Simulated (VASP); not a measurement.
In3Sb:

```
Sb In
1.0
     0.00000    3.84000    3.84000
     3.84000    0.00000    3.84000
     3.84000    3.84000    0.00000
Sb In
1 3
Direct
  0.00000 0.00000 0.00000
  0.50000 0.50000 0.50000
  0.25000 0.25000 0.25000
  0.75000 0.75000 0.75000
```

| Item | Value |
| --- | --- |
| Program | VASP 6.6.1 |
| Task | relaxation of cell and atoms |
| Functional | LDA |
| Potentials or basis | VASP PAW LDA potentials, release 64 (Sb, In_d) |
| Cutoff | 500 eV |
| k mesh | 4 × 4 × 4 |
| Occupations | gaussian, width 0.02 eV |
| Spin | no spin polarisation |

At the start: pressure -2.6 GPa; volume 28.31 Å³/atom.

Question: How do energy, volume and symmetry change on relaxing?

Answer: Over 3 steps the energy falls by 22.5 meV/atom and the volume is 25.50 Å³/atom (-9.9 %); space group Fm-3m (No. 225, to 0.1 Å) before and after.

Step by step:
| step | energy change (eV) | largest force (eV/Å) | pressure (GPa) | volume (Å³) |
| --- | --- | --- | --- | --- |
| 1 | 0.0000 | 0.0000 | -2.56 | 113.25 |
| 2 | -0.0745 | 0.0000 | -1.00 | 105.99 |
| 3 | -0.0899 | 0.0000 | 0.18 | 101.98 |

Final structure:
```xyz
4
Lattice="0.0000 3.7082 3.7082 3.7082 0.0000 3.7082 3.7082 3.7082 0.0000" Properties=species:S:1:pos:R:3 pbc="T T T"
Sb    0.0000    0.0000    0.0000
In    3.7082    3.7082    3.7082
In    1.8541    1.8541    1.8541
In    5.5624    5.5624    5.5624
```
